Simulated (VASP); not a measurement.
# Se (P3_121) in VASP: further runs, part 2 of 2

VASP 6.6.1.

### 3 Single point, LDA

File INCAR:

```
  ALGO = Normal
  EDIFF = 1E-6
  ENCUT = 520
  ISIF = 2
  ISMEAR = 1
  LASPH = T
  LCHARG = F
  LREAL = F
  LWAVE = F
  NBANDS = 16
  NELM = 60
  PREC = Accurate
  SIGMA = 0.2
```

File KPOINTS:

```
k-points
0
Gamma
  9 9 6
```

File POSCAR:

```
Se
1.0
    3.9534579885      0.0000000000      0.0000000000
   -1.9767289943      3.4237950508      0.0000000000
    0.0000000000      0.0000000000      5.1205317866
Se
3
Direct
    0.2543546533      1.0000000000      0.3333333333
    1.0000000000      0.2543546533      0.6666666667
    0.7456453467      0.7456453467      1.0000000000
```

Potentials or basis: VASP PAW LDA potentials, release 64 (Se).

The run is started by

```bash
> cat potpaw_LDA.64/Se/POTCAR > POTCAR
> mpirun -np 1 vasp_std > vasp.out
```

It took 22 s on 1 thread of Intel Xeon 6975P-C (Granite Rapids), shared host; peak memory 0.18 GiB.

It converged, with:

- Free energy: -12.4767 eV
- Pressure: 0.2 GPa
- Largest force: 0.052 eV/Å
- Band gap on the k mesh: 0.28 eV, direct

Forces on the atoms (eV/Å):
```
Se   0.052  0.000  0.000
Se  -0.026  0.045  0.000
Se  -0.026 -0.045  0.000
```

Stress tensor (GPa, compression positive):
```
0.13 0.00 0.00
0.00 0.13 0.00
0.00 0.00 0.28
```

Levels at points of the mesh, in eV from the valence-band top:
| k point | band 5 | band 6 | band 7 | band 8 | band 9 | band 10 | band 11 | band 12 | band 13 | band 14 |
| --- | --- | --- | --- | --- | --- | --- | --- | --- | --- | --- |
| (0.00, 0.00, 0.00) | -3.45 | -3.45 | -1.98 | -1.98 | -0.69 | 1.32 | 1.32 | 2.00 | 6.17 | 6.17 |
| (0.00, 0.00, 0.50) | -3.19 | -3.19 | -1.52 | -1.35 | -1.35 | 0.74 | 0.75 | 0.75 | 5.26 | 6.80 |

A k mesh can miss the band edges.

### 4 Single point, LDA

File INCAR:

```
PREC = Accurate
ENCUT = 520
EDIFF = 1E-6
ISMEAR = 1
SIGMA = 0.3
LREAL = F
LASPH = T
NELM = 100
ALGO = Normal
ISIF = 2
LWAVE = F
LCHARG = F
GGA = CA
NBANDS = 16
```

File KPOINTS:

```
Automatic mesh
0
Gamma
  9 9 6
```

POSCAR is that of step 3.

Potentials or basis: VASP PAW LDA potentials, release 64 (Se).

The run is started by

```bash
> cat potpaw_LDA.64/Se/POTCAR > POTCAR
> mpirun -np 1 vasp_std > vasp.out
```

OUTCAR:

```text
PREC = Accurate
   ENCUT = 520
   EDIFF = 1E-6
   ISMEAR = 1
   LREAL = F
   LASPH = T
   NELM = 100
   ISIF = 2
   GGA = CA

 ion  position               nearest neighbor table
   1  0.254  0.000  0.333-   3 2.44   2 2.44
   2  0.000  0.254  0.667-   3 2.44   1 2.44
   3  0.746  0.746  0.000-   2 2.44   1 2.44

  LATTYP: Found a hexagonal cell.
 ALAT       =     3.9534579885
 C/A-ratio  =     1.2952032882

  Lattice vectors:

 A1 = (   3.9534579885,   0.0000000000,   0.0000000000)
 A2 = (  -1.9767289943,   3.4237950508,   0.0000000000)
 A3 = (   0.0000000000,   0.0000000000,   5.1205317866)

Analysis of symmetry for initial positions (statically):
=====================================================================
 Subroutine PRICEL returns:
 Original cell was already a primitive cell.

 Routine SETGRP: Setting up the symmetry group for a
 hexagonal supercell.

 Subroutine GETGRP returns: Found  6 space group operations
 (whereof  2 operations were pure point group operations)
 out of a pool of 24 trial point group operations.

[... 161 lines left out ...]
  ext. energy  EPLUGINS =         0.00000000
  ---------------------------------------------------
  free energy    TOTEN  =       -12.47559049 eV

  energy without entropy =      -12.48013851  energy(sigma->0) =      -12.47710650

 E-fermi :   4.4612     XC(G=0):  -9.9940

 val. band max:        4.4104367773   @ k =   0.3333   0.3333   0.5000
 cond. band min:       4.6939983910   @ k =   0.3333   0.3333   0.5000
 fundamental gap:      0.2835616138
 Fermi energy:         4.4612190643

 k-point     1 :       0.0000    0.0000    0.0000
  band No.  band energies     occupation
      1     -11.9495      2.00000
      2      -7.7487      2.00000
      3      -7.7487      2.00000
      4       0.6397      2.00000
      5       0.9647      2.00000
      6       0.9647      2.00000
[... 433 lines left out ...]
      3      -6.9701      2.00000
      4      -1.3155      2.00000
      5      -0.7022      2.00000
      6       0.5366      2.00000
[... 8 lines left out ...]
     15      13.2267      0.00000
     16      13.9528      0.00000

 [... further k-points ...]
[... 5 lines left out ...]
  --------------------------------------------------------------------------------------
  -------------------------------------------------------------------------------------
  Total        0.0531010      0.0531010      0.1175654     -0.0000000      0.0000000      0.0000000
  in kB        1.2274759      1.2274759      2.7176287     -0.0000000      0.0000000      0.0000000
  external PRESSURE =       1.7241935 kB  Pullay stress =       0.0000000 kB

 VOLUME and BASIS-vectors are now :
 -----------------------------------------------------------------------------
  energy-cutoff  :      520.00
  volume of cell :       69.31
      direct lattice vectors                 reciprocal lattice vectors
     3.953457988  0.000000000  0.000000000     0.252943120  0.146036779  0.000000000
    -1.976728994  3.423795051  0.000000000     0.000000000  0.292073557  0.000000000
     0.000000000  0.000000000  5.120531787     0.000000000  0.000000000  0.195292216

 POSITION                                       TOTAL-FORCE (eV/Angst)
 -----------------------------------------------------------------------------------
      1.00558      0.00000      1.70684         0.052310     -0.000000      0.000000
     -0.50279      0.87086      3.41369        -0.026155      0.045302     -0.000000
      1.47394      2.55294      0.00000        -0.026155     -0.045302     -0.000000
 -----------------------------------------------------------------------------------
    total drift:                               -0.000000     -0.000001      0.000000

  FREE ENERGIE OF THE ION-ELECTRON SYSTEM (eV)
  ---------------------------------------------------
  free  energy   TOTEN  =       -12.4755904898 eV

  energy  without entropy=      -12.4801385068  energy(sigma->0) =      -12.47710650
```

stdout:

```text
POSCAR found type information on POSCAR Se
 POSCAR found :  1 types and       3 ions
 scaLAPACK will be used
 LDA part: xc-table for (Slater(with rela. corr.)+CA(PZ))
 , standard interpolation
 POSCAR, INCAR and KPOINTS ok, starting setup
 FFT: planning ... GRIDC
 FFT: planning ... GRID_SOFT
 FFT: planning ... GRID
 WAVECAR not read
 entering main loop
```

Wall time 22 s (1 thread of Intel Xeon 6975P-C (Granite Rapids), shared host); peak memory 0.18 GiB.

What came out:

| Property | Result |
| --- | --- |
| Free energy | -12.4756 eV |
| Pressure | 0.2 GPa |
| Largest force | 0.052 eV/Å |
| Band gap on the k mesh | 0.28 eV, direct |

Forces in eV/Å, atoms in the order of the input:
```
Se   0.052  0.000  0.000
Se  -0.026  0.045  0.000
Se  -0.026 -0.045  0.000
```

Stress tensor (GPa, compression positive):
```
0.12 0.00 0.00
0.00 0.12 0.00
0.00 0.00 0.27
```

### 5 Single point, LDA

File INCAR:

```
SYSTEM = Se
  ALGO = Normal
  EDIFF = 1E-7
  ENCUT = 520
  ISIF = 2
  ISMEAR = 1
  LASPH = .TRUE.
  LCHARG = .FALSE.
  LREAL = .FALSE.
  LWAVE = .FALSE.
  NBANDS = 16
  NELM = 60
  PREC = Accurate
  SIGMA = 0.6
```

File KPOINTS:

```
k-points
0
G
  9 9 6
  0 0 0
```

POSCAR is that of step 4.

The run is started by

```bash
> cat potpaw_LDA.64/Se/POTCAR > POTCAR
> mpirun -np 1 vasp_std > vasp.out
```

Wall time 28 s (1 thread of Intel Xeon 6975P-C (Granite Rapids), shared host); peak memory 0.18 GiB.

It converged, with:

* Free energy: -12.4529 eV
* Pressure: 0.1 GPa
* Largest force: 0.035 eV/Å

Forces in eV/Å, atoms in the order of the input:
```
Se   0.035  0.000  0.000
Se  -0.017  0.030  0.000
Se  -0.017 -0.030  0.000
```

Stress tensor (GPa, compression positive):
```
0.05 0.00 0.00
0.00 0.05 0.00
0.00 0.00 0.25
```

Levels at points of the mesh, in eV from the Fermi level:
```csv
k point,band 5,band 6,band 7,band 8,band 9,band 10,band 11,band 12,band 13,band 14
"(0.00, 0.00, 0.00)",-4.01,-4.01,-2.54,-2.54,-1.25,0.76,0.76,1.43,5.61,5.61
"(0.00, 0.00, 0.50)",-3.75,-3.75,-2.08,-1.91,-1.91,0.18,0.19,0.19,4.70,6.24
```

### 6 Summary

| smearing | gap on the mesh (eV) | pressure (GPa) | largest force (eV/Å) |
| --- | --- | --- | --- |
| methfessel-paxton 0.1 eV | 0.28 | 0.2 | 0.05 |
| methfessel-paxton 0.2 eV | 0.28 | 0.2 | 0.05 |
| methfessel-paxton 0.3 eV | 0.28 | 0.2 | 0.05 |
| methfessel-paxton 0.6 eV | - | 0.1 | 0.03 |

Alike in all rows: task single point; level LDA; potentials or basis VASP PAW LDA potentials, release 64 (Se); no spin polarisation; cell as given; k mesh 9 × 9 × 6; cutoff (eV) 520.

On the cell as given the gap runs from 0.28 eV (LDA) to 0.28 eV (LDA).

Total energies depend on the potentials used, so only differences within one code and one set of settings carry meaning.
